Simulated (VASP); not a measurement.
# Rh (Fm-3m) in VASP: notebook

The runs below take Rh through single point, with PBE.

All numbers are computed with VASP 6.6.1; they aren't measurements. Logs are shortened: lines on timing, memory, paths and dates and some standing lists are left out, and cuts for length are marked.

### Step 1. The cell of the first run

It takes space group Fm-3m (No. 225, cubic). The conventional cell has a = 3.831 Å, b = 3.831 Å, c = 3.831 Å, α = 90.00°, β = 90.00°, γ = 90.00°. Within 3.6 Å of Rh (site symmetry m-3m) lie 12 Rh at 2.71 Å.

### Step 2. Single point, PBE

INCAR reads:

```
SYSTEM = Rh
  PREC = Accurate
  ENCUT = 500
  EDIFF = 1E-6
  ISMEAR = -1
  SIGMA = 0.1
  LREAL = .False.
  LASPH = .True.
  NELM = 120
  ALGO = Normal
  ISIF = 2
  LWAVE = .False.
  LCHARG = .False.
  GGA = PE
  NBANDS = 14
  GGA_COMPAT = .False.
```

KPOINTS reads:

```
regular mesh
0
Gamma
  4 4 4
  0 0 0
```

POSCAR reads:

```
Rh
1.0
   -1.9154460197      0.0000000000      1.9154460197
    0.0000000000      1.9154460197      1.9154460197
   -1.9154460197      1.9154460197      0.0000000000
Rh
1
Direct
    0.0000000000      0.0000000000      0.0000000000
```

Potentials or basis: VASP PAW PBE potentials, release 64 (Rh_pv).

The run is started by

```sh
> cat potpaw_PBE.64/Rh_pv/POTCAR > POTCAR
> mpirun -np 1 vasp_std > vasp.out
```

OUTCAR:

```text
SYSTEM = Rh
   PREC = Accurate
   ENCUT = 500
   EDIFF = 1E-6
   ISMEAR = -1
   LREAL = .False.
   LASPH = .True.
   NELM = 120
   ISIF = 2
   GGA = PE

 ion  position               nearest neighbor table
   1  0.000  0.000  0.000-

  LATTYP: Found a face centered cubic cell.
 ALAT       =     3.8308920394

  Lattice vectors:

 A1 = (  -1.9154460197,   0.0000000000,   1.9154460197)
 A2 = (   0.0000000000,   1.9154460197,   1.9154460197)
 A3 = (  -1.9154460197,   1.9154460197,   0.0000000000)

Analysis of symmetry for initial positions (statically):
=====================================================================
 Subroutine PRICEL returns:
 Original cell was already a primitive cell.

 Routine SETGRP: Setting up the symmetry group for a
 face centered cubic supercell.

 Subroutine GETGRP returns: Found 48 space group operations
 (whereof 48 operations were pure point group operations)
 out of a pool of 48 trial point group operations.

The static configuration has the point symmetry O_h .

Analysis of symmetry for dynamics (positions and initial velocities):
=====================================================================
 Subroutine PRICEL returns:
 Original cell was already a primitive cell.

 Routine SETGRP: Setting up the symmetry group for a
 face centered cubic supercell.

 Subroutine GETGRP returns: Found 48 space group operations
 (whereof 48 operations were pure point group operations)
 out of a pool of 48 trial point group operations.

The dynamic configuration has the point symmetry O_h .

 Subroutine INISYM returns: Found 48 space group operations
 (whereof 48 operations are pure point group operations),
 and found     1 'primitive' translations

----------------------------------------------------------------------------------------

                                     Primitive cell

  volume of cell :      14.0553

  direct lattice vectors                    reciprocal lattice vectors
    -1.915446020  0.000000000  1.915446020    -0.261035808 -0.261035808  0.261035808
     0.000000000  1.915446020  1.915446020     0.261035808  0.261035808  0.261035808
    -1.915446020  1.915446020  0.000000000    -0.261035808  0.261035808 -0.261035808

  length of vectors
     2.708849739  2.708849739  2.708849739     0.452127283  0.452127283  0.452127283

  position of ions in fractional coordinates (direct lattice)
     0.000000000  0.000000000  0.000000000

  ion indices of the primitive-cell ions
   primitive index   ion index
                 1           1

----------------------------------------------------------------------------------------

 KPOINTS: regular mesh

Automatic generation of k-mesh.
 Grid dimensions read from file:
 generate k-points for:    4    4    4

 Generating k-lattice:

  Cartesian coordinates                     Fractional coordinates (reciprocal lattice)
    -0.065258952 -0.065258952  0.065258952     0.250000000  0.000000000  0.000000000
     0.065258952  0.065258952  0.065258952     0.000000000  0.250000000  0.000000000
    -0.065258952  0.065258952 -0.065258952     0.000000000  0.000000000  0.250000000

  Length of vectors
     0.113031821  0.113031821  0.113031821

  Shift w.r.t. Gamma in fractional coordinates (k-lattice)
     0.000000000  0.000000000  0.000000000

 Subroutine IBZKPT returns following result:
 ===========================================

 Found      8 irreducible k-points:

 Following reciprocal coordinates:
            Coordinates               Weight
  0.000000  0.000000  0.000000      1.000000
  0.250000  0.000000  0.000000      8.000000
  0.500000  0.000000  0.000000      4.000000
  0.250000  0.250000  0.000000      6.000000
  0.500000  0.250000  0.000000     24.000000
 -0.250000  0.250000  0.000000     12.000000
  0.500000  0.500000  0.000000      3.000000
 -0.250000  0.500000  0.250000      6.000000
   k-points           NKPTS =      8   k-points in BZ     NKDIM =      8   number of bands    NBANDS=     14
   number of dos      NEDOS =    301   number of ions     NIONS =      1
   total plane-waves  NPLWV =   8000
   dimension x,y,z NGX =    20 NGY =   20 NGZ =   20
   dimension x,y,z NGXF=    40 NGYF=   40 NGZF=   40
   ions per type =               1
   NGX,Y,Z   is equivalent  to a cutoff of  12.27, 12.27, 12.27 a.u.
   NGXF,Y,Z  is equivalent  to a cutoff of  24.55, 24.55, 24.55 a.u.
 SYSTEM =  Rh
   PREC   = accura    normal or accurate (medium, high low for compatibility)
   ISTART =      0    job   : 0-new  1-cont  2-samecut
   ICHARG =      2    charge: 1-file 2-atom 10-const
   ISPIN  =      1    spin polarized calculation?
   LNONCOLLINEAR =      F non collinear calculations
   LSORBIT =      F    spin-orbit coupling
   LASPH  =      T    aspherical Exc in radial PAW
   ENCUT  =  500.0 eV  36.75 Ry    6.06 a.u.   4.94  4.94  4.94*2*pi/ulx,y,z
   NELM   =    120;   NELMIN=  2; NELMDL= -5     # of ELM steps
   EDIFF  = 0.1E-05   stopping-criterion for ELM
   LREAL  =      F    real-space projection
   EDIFFG = 0.1E-04   stopping-criterion for IOM
   NSW    =      0    number of steps for IOM
   IBRION =     -1    ionic relax: 0-MD 1-quasi-New 2-CG
   NFREE  =      0    steps in history (QN), initial steepest desc. (CG)
   ISIF   =      2    stress and relaxation
   ISYM   =      2    0-nonsym 1-usesym 2-fastsym
   POTIM  = 0.5000    time-step for ionic-motion
   TEBEG  =    0.0;   TEEND  =   0.0 temperature during run
   PSTRESS=    0.0 pullay stress
   NELECT =      15.0000    total number of electrons
   NUPDOWN=      -1.0000    fix difference up-down
   EMIN   =  10.00;   EMAX   =-10.00  energy-range for DOS
   EFERMI =   0.00;   METHOD = LEGACY
   ISMEAR =    -1;   SIGMA  =   0.10  broadening in eV -4-tet -1-fermi 0-gaus
   EFERMI_NEDOS =   21; number of points for ismear=-14 and -15
   IALGO  =     38    algorithm
   IMIX   =      4    mixing-type and parameters
     AMIX     =   0.40;   BMIX     =  1.00
     AMIX_MAG =   1.60;   BMIX_MAG =  1.00
  volume/ion in A,a.u.               =      14.06        94.85
  Fermi-wavevector in a.u.,A,eV,Ry     =   1.672985  3.161483 38.081050  2.798878
  Thomas-Fermi vector in A             =   2.758036
   LORBIT       =      0    0 simple, 1 ext, 2 COOP (PROOUT), +10 PAW based schemes
   GGA     = PE    functional components
   LHFCALC =     F    Hartree Fock is set to
   AEXX    =    0.0000 exact exchange contribution
   IVDW    =     0    specifies the selected vdW correction
   LEPSILON=     F    determine dielectric tensor
   LRPA    =     F    only Hartree local field effects (RPA)
 non-spin polarized calculation
  energy-cutoff  :      500.00
  volume of cell :       14.06
 maximum number of plane-waves:       368
   NGX =  9   NGY =  9   NGZ =  9

 number of electron      15.0000003 magnetization

 Free energy of the ion-electron system (eV)
  ---------------------------------------------------
  ext. energy  EPLUGINS =         0.00000000
  ---------------------------------------------------
  free energy    TOTEN  =        -7.68538420 eV

  energy without entropy =       -7.67909778  energy(sigma->0) =       -7.68224099

 E-fermi :  11.6336     XC(G=0): -13.8743

 val. band max:       11.2891018563   @ k =   0.2500   0.2500   0.0000
 cond. band min:      12.0704048122   @ k =   0.5000   0.5000   0.0000
 fundamental gap:      0.7813029559
 Fermi energy:        11.6336183213

 k-point     1 :       0.0000    0.0000    0.0000
  band No.  band energies     occupation
      1     -34.7730      2.00000
      2     -34.7730      2.00000
      3     -34.7730      2.00000
      4       3.7118      2.00000
      5       8.5748      2.00000
      6       8.5748      2.00000
      7       8.5748      2.00000
      8      10.5892      1.99994
      9      10.5892      1.99994
     10      27.5327      0.00000
     11      32.1991      0.00000
     12      32.8479      0.00000
     13      32.8479      0.00000
     14      32.8479      0.00000

 k-point     2 :       0.2500    0.0000    0.0000
  band No.  band energies     occupation
      1     -35.1186      2.00000
      2     -34.8204      2.00000
      3     -34.8204      2.00000
      4       5.4927      2.00000
      5       8.4355      2.00000
      6       8.9236      2.00000
      7       8.9236      2.00000
      8      10.7510      1.99971
      9      10.7510      1.99971
     10      26.4564      0.00000
     11      29.0190      0.00000
     12      32.1992      0.00000
     13      35.6572      0.00000
     14      35.6572      0.00000

 k-point     3 :       0.5000    0.0000    0.0000
  band No.  band energies     occupation
      1     -35.4527      2.00000
      2     -34.8674      2.00000
      3     -34.8674      2.00000
      4       5.5991      2.00000
      5       8.4974      2.00000
      6       8.4974      2.00000
      7      12.1031      0.01811
      8      12.1031      0.01811
      9      12.2660      0.00358
     10      19.9540      0.00000
     11      27.0154      0.00000
     12      32.1992      0.00000
     13      32.6118      0.00000
     14      32.6118      0.00000

 k-point     4 :       0.2500    0.2500    0.0000
  band No.  band energies     occupation
      1     -35.1040      2.00000
      2     -34.8988      2.00000
      3     -34.8988      2.00000
      4       6.0242      2.00000
      5       7.0228      2.00000
      6       9.6762      2.00000
      7      10.1423      2.00000
      8      10.1423      2.00000
      9      11.2891      1.93817
     10      29.7487      0.00000
     11      30.1338      0.00000
     12      30.1338      0.00000
     13      31.2353      0.00000
     14      32.1950      0.00000

 k-point     5 :       0.5000    0.2500    0.0000
  band No.  band energies     occupation
      1     -35.3374      2.00000
      2     -35.0457      2.00000
      3     -34.9457      2.00000
      4       6.3674      2.00000
      5       7.2832      2.00000
      6       9.0742      2.00000
      7      10.0692      2.00000
      8      12.2185      0.00575
      9      15.7626      0.00000
     10      21.3719      0.00000
     11      26.8115      0.00000
     12      28.7821      0.00000
     13      31.7109      0.00000
     14      32.2085      0.00000

 k-point     6 :      -0.2500    0.2500    0.0000
  band No.  band energies     occupation
      1     -35.2616      2.00000
      2     -35.0609      2.00000
      3     -34.8679      2.00000
      4       7.2595      2.00000
      5       7.7811      2.00000
      6       8.1860      2.00000
      7       9.7161      2.00000
      8      10.4975      1.99998
      9      14.5210      0.00000
     10      24.6514      0.00000
     11      25.3796      0.00000
     12      30.7040      0.00000
     13      32.2017      0.00000
     14      34.2358      0.00000

 k-point     7 :       0.5000    0.5000    0.0000
  band No.  band energies     occupation
      1     -35.4132      2.00000
      2     -35.0231      2.00000
      3     -35.0231      2.00000
      4       5.4183      2.00000
      5       5.7926      2.00000
      6      12.0704      0.02504
      7      12.5080      0.00032
      8      12.5080      0.00032
      9      14.7528      0.00000
     10      23.5260      0.00000
     11      24.7021      0.00000
     12      24.7021      0.00000
     13      32.1898      0.00000
     14      34.1549      0.00000

 k-point     8 :      -0.2500    0.5000    0.2500
  band No.  band energies     occupation
      1     -35.2203      2.00000
      2     -35.2203      2.00000
      3     -35.0299      2.00000
      4       6.6817      2.00000
      5       7.8668      2.00000
      6       7.8668      2.00000
      7      10.3854      1.99999
      8      12.5112      0.00031
      9      20.9929      0.00000
     10      20.9929      0.00000
     11      22.5683      0.00000
     12      23.9848      0.00000
     13      32.2009      0.00000
     14      37.1827      0.00000

------------------------ aborting loop because EDIFF is reached ----------------------------------------

  FORCE on cell =-STRESS in cart. coord.  units (eV):
  Direction    XX          YY          ZZ          XY          YZ          ZX
  --------------------------------------------------------------------------------------
  -------------------------------------------------------------------------------------
  Total       -0.5765320     -0.5765320     -0.5765320      0.0000000      0.0000000      0.0000000
  in kB      -65.7195034    -65.7195034    -65.7195034      0.0000000      0.0000000      0.0000000
  external PRESSURE =     -65.7195034 kB  Pullay stress =       0.0000000 kB

 VOLUME and BASIS-vectors are now :
 -----------------------------------------------------------------------------
  energy-cutoff  :      500.00
  volume of cell :       14.06
      direct lattice vectors                 reciprocal lattice vectors
    -1.915446020  0.000000000  1.915446020    -0.261035808 -0.261035808  0.261035808
     0.000000000  1.915446020  1.915446020     0.261035808  0.261035808  0.261035808
    -1.915446020  1.915446020  0.000000000    -0.261035808  0.261035808 -0.261035808

 POSITION                                       TOTAL-FORCE (eV/Angst)
 -----------------------------------------------------------------------------------
      0.00000      0.00000      0.00000        -0.000000      0.000000     -0.000000
 -----------------------------------------------------------------------------------
    total drift:                               -0.000000      0.000000      0.000000

  FREE ENERGIE OF THE ION-ELECTRON SYSTEM (eV)
  ---------------------------------------------------
  free  energy   TOTEN  =        -7.6853842010 eV

  energy  without entropy=       -7.6790977774  energy(sigma->0) =       -7.68224099
```

It took 4.8 s on 1 thread of Intel Xeon 8259CL, shared host; peak memory 0.12 GiB.

Results:

```
Free energy : -7.6854 eV
Pressure    : -6.6 GPa
```

Caveat: the k points lie up to 0.71 Å⁻¹ apart.

(Part 1 of 2 ends here.)
